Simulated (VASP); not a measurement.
Crystal: Y.

```xyz
1
Lattice="3.3100 0.0000 0.0000 0.0000 3.3100 0.0000 0.0000 0.0000 3.3100" Properties=species:S:1:pos:R:3 pbc="T T T"
Y     0.0000    0.0000    0.0000
```

```yaml
Program: VASP 6.6.1
Task: relaxation of cell and atoms
Functional: r2SCAN
Potentials_or_basis: VASP PAW PBE potentials, release 64 (Y_sv)
Cutoff: 600 eV
k_mesh: 7 × 7 × 7
Occupations: fermi-dirac, width 0.05 eV
Spin: no spin polarisation
```

At the start: pressure -0.9 GPa; volume 36.26 Å³/atom.

**Question.** Where does the relaxation end?

**Answer.** Over 5 steps the energy falls by 4.3 meV/atom and the volume is 34.88 Å³/atom (-3.8 %); space group Pm-3m (No. 221, to 0.05 Å).

Step by step:
| step | energy change (eV) | largest force (eV/Å) | pressure (GPa) | volume (Å³) |
| --- | --- | --- | --- | --- |
| 1 | 0.0000 | 0.0000 | -0.92 | 36.26 |
| 2 | -0.0040 | 0.0000 | -0.20 | 35.19 |
| 3 | -0.0042 | 0.0000 | -0.07 | 34.98 |
| 4 | -0.0040 | 0.0000 | 0.25 | 34.56 |
| 5 | -0.0043 | 0.0000 | -0.01 | 34.88 |

Final structure:
```yaml
crystal:
  lattice:
    - [3.26739, 0.00000, 0.00000]
    - [0.00000, 3.26739, 0.00000]
    - [0.00000, 0.00000, 3.26739]
  atoms:
    - { symbol: Y, position: [0.00000, 0.00000, 0.00000] }
```

Caveat: the PAW data sets were made with another functional, which shifts forces and pressure a little.
